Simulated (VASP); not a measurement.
# CuSi16 (a cell with a defect) in VASP: notebook

Runs on CuSi16 (a cell with a defect). Level: PBE. Tasks: single point.

Everything below comes from runs of VASP 6.6.1. Logs are shortened: lines on timing, memory, paths and dates and some standing lists are left out, and cuts for length are marked.

### Step 1. The cell of the first run

The cell holds a defect, 17 atoms: a = 7.679 Å, b = 7.679 Å, c = 7.679 Å, α = 60.00°, β = 60.00°, γ = 60.00°.

### Step 2. Single point, PBE

Contents of INCAR:

```
ALGO = Normal
EDIFF = 1E-6
ENCUT = 520
GGA = PE
ISIF = 2
ISMEAR = 0
LASPH = True
LCHARG = False
LREAL = Auto
LWAVE = False
NBANDS = 52
NELECT = 74.0
NELM = 60
PREC = Accurate
SIGMA = 0.05
```

Contents of KPOINTS:

```
k-points
0
Gamma
  2 2 2
```

Contents of POSCAR:

```
CuSi16
1.0
    0.0000000000      5.4300000000      5.4300000000
    5.4300000000      0.0000000000      5.4300000000
    5.4300000000      5.4300000000      0.0000000000
Si Cu
16 1
Direct
   -0.0054024862      0.0059501842      0.0102636280
    0.1198295580      0.1305089319      0.1341069061
   -0.0002533149      0.0047105893      0.5071980663
    0.1199334254      0.1279301105      0.6384610497
    0.0019835175      0.5034783610      0.0060873849
    0.1213873849      0.6339929098      0.1307680479
   -0.0107452118      0.5000984346      0.5030177716
    0.1228209945      0.6278987109      0.6302705341
    0.4927209024      0.0099380295      0.0090697053
    0.6225011050      0.1312106814      0.1325836096
    0.4923671271     -0.0051750460      0.5051058011
    0.6225725599      0.1230677716      0.6339867403
    0.4940304788      0.5038691529     -0.0056483425
    0.6258116943      0.6348418969      0.1172081952
    0.4909026703      0.4913446593      0.4860564457
    0.6081766114      0.6152307551      0.6161077348
    0.7432070902      0.7398698895      0.7280873849
```

Potentials or basis: VASP PAW PBE potentials, release 64 (Si, Cu).

On the command line:

```console
$ cat potpaw_PBE.64/Si/POTCAR potpaw_PBE.64/Cu/POTCAR > POTCAR
$ mpirun -np 1 vasp_std > vasp.out
```

OUTCAR:

```text
EDIFF = 1E-6
   ENCUT = 520
   GGA = PE
   ISIF = 2
   ISMEAR = 0
   LASPH = True
   LREAL = Auto
   NELECT = 74.0
   NELM = 60
   PREC = Accurate

 ion  position               nearest neighbor table
   1  0.995  0.006  0.010-   4 2.33   6 2.33  10 2.33   2 2.34
   2  0.120  0.131  0.134-   9 2.34   5 2.34   3 2.34   1 2.34
   3  1.000  0.005  0.507-   2 2.34   4 2.35   8 2.36  12 2.37  17 2.85
   4  0.120  0.128  0.638-   1 2.33   7 2.34  11 2.34   3 2.35
   5  0.002  0.503  0.006-   2 2.34   6 2.35   8 2.36  14 2.36  17 2.93
   6  0.121  0.634  0.131-   1 2.33   7 2.34  13 2.34   5 2.35
   7  0.989  0.500  0.503-   4 2.34   6 2.34  16 2.40   8 2.44  17 2.53
   8  0.123  0.628  0.630-  15 2.32   5 2.36   3 2.36  17 2.40   7 2.44
   9  0.493  0.010  0.009-   2 2.34  10 2.35  12 2.35  14 2.35
  10  0.623  0.131  0.133-   1 2.33  11 2.34  13 2.34   9 2.35
  11  0.492  0.995  0.505-   4 2.34  10 2.34  16 2.39  12 2.43  17 2.58
  12  0.623  0.123  0.634-  15 2.32   9 2.35   3 2.37  17 2.42  11 2.43
  13  0.494  0.504  0.994-   6 2.34  10 2.34  16 2.38  14 2.42  17 2.64
  14  0.626  0.635  0.117-  15 2.32   9 2.35   5 2.36  13 2.42  17 2.45
  15  0.491  0.491  0.486-   8 2.32  12 2.32  14 2.32  16 2.33
  16  0.608  0.615  0.616-  15 2.33  17 2.33  13 2.38  11 2.39   7 2.40
  17  0.743  0.740  0.728-  16 2.33   8 2.40  12 2.42  14 2.45   7 2.53  11 2.58  13 2.64   3 2.85
                             5 2.93

  LATTYP: Found a face centered cubic cell.
 ALAT       =    10.8600000000

  Lattice vectors:

 A1 = (   0.0000000000,   5.4300000000,   5.4300000000)
 A2 = (   5.4300000000,   0.0000000000,   5.4300000000)
 A3 = (   5.4300000000,   5.4300000000,   0.0000000000)

Analysis of symmetry for initial positions (statically):
[... 5 lines left out ...]
 face centered cubic supercell.

 Subroutine GETGRP returns: Found  1 space group operations
 (whereof  1 operations were pure point group operations)
 out of a pool of 48 trial point group operations.

The static configuration has the point symmetry C_1 .

Analysis of symmetry for dynamics (positions and initial velocities):
[... 5 lines left out ...]
 face centered cubic supercell.

 Subroutine GETGRP returns: Found  1 space group operations
 (whereof  1 operations were pure point group operations)
 out of a pool of 48 trial point group operations.

The dynamic configuration has the point symmetry C_1 .

 Subroutine INISYM returns: Found  1 space group operations
 (whereof  1 operations are pure point group operations),
 and found     1 'primitive' translations

----------------------------------------------------------------------------------------

                                     Primitive cell

  volume of cell :     320.2060

  direct lattice vectors                    reciprocal lattice vectors
     0.000000000  5.430000000  5.430000000    -0.092081031  0.092081031  0.092081031
     5.430000000  0.000000000  5.430000000     0.092081031 -0.092081031  0.092081031
     5.430000000  5.430000000  0.000000000     0.092081031  0.092081031 -0.092081031

  length of vectors
     7.679179644  7.679179644  7.679179644     0.159489025  0.159489025  0.159489025

  position of ions in fractional coordinates (direct lattice)
     0.994597514  0.005950184  0.010263628
     0.119829558  0.130508932  0.134106906
     0.999746685  0.004710589  0.507198066
     0.119933425  0.127930111  0.638461050
     0.001983518  0.503478361  0.006087385
     0.121387385  0.633992910  0.130768048
[... 9 lines left out ...]
     0.608176611  0.615230755  0.616107735
     0.743207090  0.739869889  0.728087385

  ion indices of the primitive-cell ions
   primitive index   ion index
                 1           1
                 2           2
                 3           3
                 4           4
                 5           5
                 6           6
[... 9 lines left out ...]
                16          16
                17          17

----------------------------------------------------------------------------------------

 KPOINTS: k-points

Automatic generation of k-mesh.
 Grid dimensions read from file:
 generate k-points for:    2    2    2

 Generating k-lattice:

  Cartesian coordinates                     Fractional coordinates (reciprocal lattice)
    -0.046040516  0.046040516  0.046040516     0.500000000  0.000000000  0.000000000
     0.046040516 -0.046040516  0.046040516     0.000000000  0.500000000  0.000000000
     0.046040516  0.046040516 -0.046040516     0.000000000  0.000000000  0.500000000

  Length of vectors
     0.079744512  0.079744512  0.079744512

  Shift w.r.t. Gamma in fractional coordinates (k-lattice)
     0.000000000  0.000000000  0.000000000

 Subroutine IBZKPT returns following result:
 ===========================================

 Found      8 irreducible k-points:

 Following reciprocal coordinates:
            Coordinates               Weight
  0.000000  0.000000  0.000000      1.000000
  0.500000  0.000000  0.000000      1.000000
  0.000000  0.500000  0.000000      1.000000
  0.000000  0.000000  0.500000      1.000000
  0.500000  0.500000  0.500000      1.000000
  0.500000  0.500000  0.000000      1.000000
  0.000000  0.500000  0.500000      1.000000
  0.500000  0.000000  0.500000      1.000000
   k-points           NKPTS =      8   k-points in BZ     NKDIM =      8   number of bands    NBANDS=     52
   number of dos      NEDOS =    301   number of ions     NIONS =     17
   total plane-waves  NPLWV = 216000
   dimension x,y,z NGX =    60 NGY =   60 NGZ =   60
   dimension x,y,z NGXF=   120 NGYF=  120 NGZF=  120
   ions per type =              16   1
   NGX,Y,Z   is equivalent  to a cutoff of  12.99, 12.99, 12.99 a.u.
   NGXF,Y,Z  is equivalent  to a cutoff of  25.98, 25.98, 25.98 a.u.
 SYSTEM =  unknown system
   PREC   = accura    normal or accurate (medium, high low for compatibility)
   ISTART =      0    job   : 0-new  1-cont  2-samecut
   ICHARG =      2    charge: 1-file 2-atom 10-const
   ISPIN  =      1    spin polarized calculation?
   LNONCOLLINEAR =      F non collinear calculations
   LSORBIT =      F    spin-orbit coupling
   LASPH  =      T    aspherical Exc in radial PAW
   ENCUT  =  520.0 eV  38.22 Ry    6.18 a.u.  14.28 14.28 14.28*2*pi/ulx,y,z
   NELM   =     60;   NELMIN=  2; NELMDL= -5     # of ELM steps
   EDIFF  = 0.1E-05   stopping-criterion for ELM
   LREAL  =      T    real-space projection
   EDIFFG = 0.1E-04   stopping-criterion for IOM
   NSW    =      0    number of steps for IOM
   IBRION =     -1    ionic relax: 0-MD 1-quasi-New 2-CG
   NFREE  =      0    steps in history (QN), initial steepest desc. (CG)
   ISIF   =      2    stress and relaxation
   ISYM   =      2    0-nonsym 1-usesym 2-fastsym
   POTIM  = 0.5000    time-step for ionic-motion
   TEBEG  =    0.0;   TEEND  =   0.0 temperature during run
   PSTRESS=    0.0 pullay stress
   NELECT =      74.0000    total number of electrons
   NUPDOWN=      -1.0000    fix difference up-down
   EMIN   =  10.00;   EMAX   =-10.00  energy-range for DOS
   EFERMI =   0.00;   METHOD = LEGACY
   ISMEAR =     0;   SIGMA  =   0.05  broadening in eV -4-tet -1-fermi 0-gaus
   EFERMI_NEDOS =   21; number of points for ismear=-14 and -15
   IALGO  =     38    algorithm
   IMIX   =      4    mixing-type and parameters
     AMIX     =   0.40;   BMIX     =  1.00
     AMIX_MAG =   1.60;   BMIX_MAG =  1.00
  volume/ion in A,a.u.               =      18.84       127.11
  Fermi-wavevector in a.u.,A,eV,Ry     =   1.004636  1.898488 13.732283  1.009294
  Thomas-Fermi vector in A             =   2.137265
   LORBIT       =      0    0 simple, 1 ext, 2 COOP (PROOUT), +10 PAW based schemes
   GGA     = PE    functional components
   LHFCALC =     F    Hartree Fock is set to
   AEXX    =    0.0000 exact exchange contribution
   IVDW    =     0    specifies the selected vdW correction
   LEPSILON=     F    determine dielectric tensor
   LRPA    =     F    only Hartree local field effects (RPA)
 non-spin polarized calculation
 Gauss-broadening in eV      SIGMA  =   0.05
  energy-cutoff  :      520.00
  volume of cell :      320.21
 maximum number of plane-waves:      8646
 NGX is ok and might be reduce to    60
   NGX = 29   NGY = 29   NGZ = 29

 number of electron      73.9999999 magnetization

 Free energy of the ion-electron system (eV)
  ---------------------------------------------------
  ext. energy  EPLUGINS =         0.00000000
  ---------------------------------------------------
  free energy    TOTEN  =       -94.21852461 eV

  energy without entropy =      -94.21852393  energy(sigma->0) =      -94.21852427

 E-fermi :   6.3749     XC(G=0):  -9.6074

 val. band max:        6.2228016889   @ k =   0.0000   0.0000   0.0000
 cond. band min:       6.5270415483   @ k =   0.0000   0.0000   0.0000
 fundamental gap:      0.3042398594
 Fermi energy:         6.3749364494

 k-point     1 :       0.0000    0.0000    0.0000
  band No.  band energies     occupation
      1      -5.8961      2.00000
      2      -3.5456      2.00000
      3      -3.5083      2.00000
      4      -3.4786      2.00000
      5      -3.4713      2.00000
      6      -2.0476      2.00000
[... 41 lines left out ...]
     48       8.4669      0.00000
     49       8.7194      0.00000

 k-point     2 :       0.5000    0.0000    0.0000
  band No.  band energies     occupation
      1      -5.2219      2.00000
      2      -4.9417      2.00000
      3      -3.3018      2.00000
      4      -3.2655      2.00000
      5      -3.1671      2.00000
      6      -3.0375      2.00000
[... 41 lines left out ...]
     48       9.7845      0.00000
     49       9.9322      0.00000

 k-point     3 :       0.0000    0.5000    0.0000
  band No.  band energies     occupation
      1      -5.2278      2.00000
      2      -4.9344      2.00000
      3      -3.2967      2.00000
      4      -3.2659      2.00000
      5      -3.1741      2.00000
      6      -3.0387      2.00000
[... 249 lines left out ...]
     48      10.4984      0.00000
     49      10.5205      0.00000

 k-point     8 :       0.5000    0.0000    0.5000
  band No.  band energies     occupation
      1      -4.9334      2.00000
      2      -4.7254      2.00000
      3      -3.8684      2.00000
      4      -3.7778      2.00000
      5      -3.7507      2.00000
      6      -3.7374      2.00000
[... 41 lines left out ...]
     48      10.5034      0.00000
     49      10.5112      0.00000
 [bands above 49 left out]

------------------------ aborting loop because EDIFF is reached ----------------------------------------

  FORCE on cell =-STRESS in cart. coord.  units (eV):
  Direction    XX          YY          ZZ          XY          YZ          ZX
  --------------------------------------------------------------------------------------
  -------------------------------------------------------------------------------------
  Total       -1.5746514     -1.7773911     -1.9643664     -0.0546781      0.2643152      0.1060336
  in kB       -7.8788990     -8.8933235     -9.8288700     -0.2735864      1.3225231      0.5305481
  external PRESSURE =      -8.8670308 kB  Pullay stress =       0.0000000 kB

 VOLUME and BASIS-vectors are now :
 -----------------------------------------------------------------------------
  energy-cutoff  :      520.00
  volume of cell :      320.21
      direct lattice vectors                 reciprocal lattice vectors
     0.000000000  5.430000000  5.430000000    -0.092081031  0.092081031  0.092081031
     5.430000000  0.000000000  5.430000000     0.092081031 -0.092081031  0.092081031
     5.430000000  5.430000000  0.000000000     0.092081031  0.092081031 -0.092081031

 POSITION                                       TOTAL-FORCE (eV/Angst)
 -----------------------------------------------------------------------------------
      0.08804      5.45640      5.43297         0.000906      0.007753      0.006627
      1.43686      1.37888      1.35934        -0.001872      0.002794      0.002648
      2.77966      8.18271      5.45420         0.006071     -0.004355      0.008477
      4.16150      4.11808      1.34590        -0.001956      0.007895     -0.003752
      2.76694      0.04383      2.74466         0.005204      0.008081     -0.004889
      4.15265      1.36920      4.10172        -0.002552     -0.002849      0.006199
[... 9 lines left out ...]
      6.68617      6.64786      6.64310        -0.013822     -0.006792     -0.006809
      7.97101      7.98913      8.05311         0.023228     -0.011829     -0.011713
 -----------------------------------------------------------------------------------
    total drift:                               -0.000557      0.003265      0.001739

  FREE ENERGIE OF THE ION-ELECTRON SYSTEM (eV)
  ---------------------------------------------------
  free  energy   TOTEN  =       -94.2185246093 eV

  energy  without entropy=      -94.2185239341  energy(sigma->0) =      -94.21852427
```

Run time: 2.7 min. Hardware: 1 thread of Intel Xeon 6975P-C (Granite Rapids), shared host; peak memory 0.49 GiB.

Results:

| Property | Result |
| --- | --- |
| Free energy | -94.2185 eV |
| Largest force | 0.029 eV/Å |

Forces in eV/Å, atoms in the order of the input:
```
Si   0.001  0.008  0.007
Si  -0.002  0.003  0.003
Si   0.006 -0.004  0.008
Si  -0.002  0.008 -0.004
Si   0.005  0.008 -0.005
Si  -0.003 -0.003  0.006
Si  -0.020 -0.005 -0.003
Si   0.002  0.001  0.001
Si   0.002  0.001  0.002
Si  -0.008  0.004  0.005
Si   0.002 -0.007  0.004
Si  -0.002  0.003  0.005
Si   0.001  0.003 -0.004
Si   0.001  0.006 -0.001
Si   0.005 -0.007 -0.006
Si  -0.014 -0.007 -0.007
Cu   0.023 -0.012 -0.012
```

Levels at points of the mesh, in eV from the Fermi level:
```tsv
k point	band 34	band 35	band 36	band 37	band 38	band 39	band 40	band 41
(0.00, 0.00, 0.00)	-0.85	-0.63	-0.19	-0.15	0.15	0.61	0.62	0.64
(0.50, 0.00, 0.00)	-0.90	-0.83	-0.76	-0.70	0.58	1.13	1.31	1.34
(0.00, 0.50, 0.00)	-0.89	-0.83	-0.76	-0.65	0.58	1.10	1.30	1.34
(0.00, 0.00, 0.50)	-0.88	-0.84	-0.74	-0.61	0.57	1.08	1.30	1.35
(0.50, 0.50, 0.50)	-0.91	-0.90	-0.73	-0.71	0.45	1.25	1.36	1.36
(0.50, 0.50, 0.00)	-1.50	-1.45	-1.40	-0.96	0.68	1.07	2.04	2.07
(0.00, 0.50, 0.50)	-1.52	-1.42	-1.41	-0.93	0.67	1.08	2.03	2.10
(0.50, 0.00, 0.50)	-1.51	-1.43	-1.40	-0.95	0.68	1.07	2.04	2.09
```

Caveat: the k points lie up to 0.50 Å⁻¹ apart; the cell carries a net charge on a neutralising background, which shifts energy and pressure; the cell is charged against a uniform background, so pressure and absolute levels hang on convention.

### Step 3. Single point, PBE

Contents of INCAR:

```
SYSTEM = CuSi16
ALGO = Normal
EDIFF = 1E-7
ENCUT = 520
GGA = PE
ISIF = 2
ISMEAR = 0
LASPH = .True.
LCHARG = .False.
LREAL = Auto
LWAVE = .False.
NBANDS = 52
NELECT = 74.0
NELM = 100
PREC = Accurate
SIGMA = 0.05
```

Contents of KPOINTS:

```
k-points
0
Gamma
  2 2 2
  0 0 0
```

Contents of POSCAR:

```
CuSi16
1.0
    0.0000000000      5.4300000000      5.4300000000
    5.4300000000      0.0000000000      5.4300000000
    5.4300000000      5.4300000000      0.0000000000
Si Cu
16 1
Direct
    0.0135065378     -0.0038043278     -0.0034582873
    0.1281922652      0.1257904236      0.1261615101
   -0.0079163904      0.0131191529      0.4987604052
    0.1265377532      0.1275799263      0.6240858195
   -0.0078619705      0.4984266114      0.0134067219
    0.1265973297      0.6236984346      0.1279185083
   -0.0126430018      0.5001232965      0.5004321363
    0.0872041436      0.6389183241      0.6392630755
    0.5007320442      0.0051559853      0.0052484346
    0.6424203499      0.1211505525      0.1216371087
    0.4986479742      0.0014352670      0.4930709945
    0.6179440147      0.1414209945      0.6227532228
    0.4987298343      0.4926471455      0.0016561694
    0.6180122468      0.6224868324      0.1415623389
    0.4586986188      0.5094682320      0.5095253223
    0.6128128913      0.6178548803      0.6182355433
    0.6664657459      0.7748775322      0.7747539595
```

Potentials or basis: VASP PAW PBE potentials, release 64 (Si, Cu).

On the command line:

```console
$ cat potpaw_PBE.64/Si/POTCAR potpaw_PBE.64/Cu/POTCAR > POTCAR
$ mpirun -np 1 vasp_std > vasp.out
```

It took 3.3 min on 1 thread of Intel Xeon 6975P-C (Granite Rapids), shared host; peak memory 0.5 GiB.

The run converged. Its results:

```yaml
Free_energy: -94.2231 eV
Largest_force: 0.028 eV/Å
```

Forces in eV/Å, atoms in the order of the input:
```
Si   0.000  0.002  0.000
Si   0.006  0.001  0.003
Si  -0.003  0.005 -0.006
Si  -0.001 -0.003  0.003
Si  -0.003 -0.005  0.003
Si  -0.002  0.004 -0.002
Si   0.003  0.002  0.002
Si   0.002  0.000  0.000
Si  -0.017  0.003 -0.004
Si   0.008 -0.007 -0.004
Si  -0.005 -0.006 -0.002
Si   0.016 -0.001  0.016
Si   0.000  0.002 -0.001
Si   0.010  0.004  0.005
Si  -0.005  0.002  0.000
Si  -0.019 -0.014 -0.014
Cu   0.012  0.011 -0.001
```

Levels at points of the mesh, in eV from the Fermi level:
| k point | band 35 | band 36 | band 37 | band 38 | band 39 | band 40 |
| --- | --- | --- | --- | --- | --- | --- |
| (0.00, 0.00, 0.00) | -0.63 | -0.19 | -0.07 | 0.07 | 0.43 | 0.60 |
| (0.50, 0.00, 0.00) | -0.88 | -0.65 | -0.53 | 0.53 | 1.01 | 1.34 |
| (0.00, 0.50, 0.00) | -0.89 | -0.84 | -0.74 | 0.55 | 1.13 | 1.27 |
| (0.00, 0.00, 0.50) | -0.89 | -0.84 | -0.74 | 0.55 | 1.13 | 1.27 |
| (0.50, 0.50, 0.50) | -0.88 | -0.86 | -0.79 | 0.50 | 1.16 | 1.26 |
| (0.50, 0.50, 0.00) | -1.45 | -1.42 | -1.06 | 0.66 | 1.01 | 1.96 |
| (0.00, 0.50, 0.50) | -1.49 | -1.41 | -1.10 | 0.67 | 1.00 | 1.97 |
| (0.50, 0.00, 0.50) | -1.45 | -1.42 | -1.06 | 0.66 | 1.01 | 1.96 |

Caveat: the k points lie up to 0.50 Å⁻¹ apart; the cell carries a net charge on a neutralising background, which shifts energy and pressure; the cell is charged against a uniform background, so pressure and absolute levels hang on convention.

(Continued in part 2 of 2.)
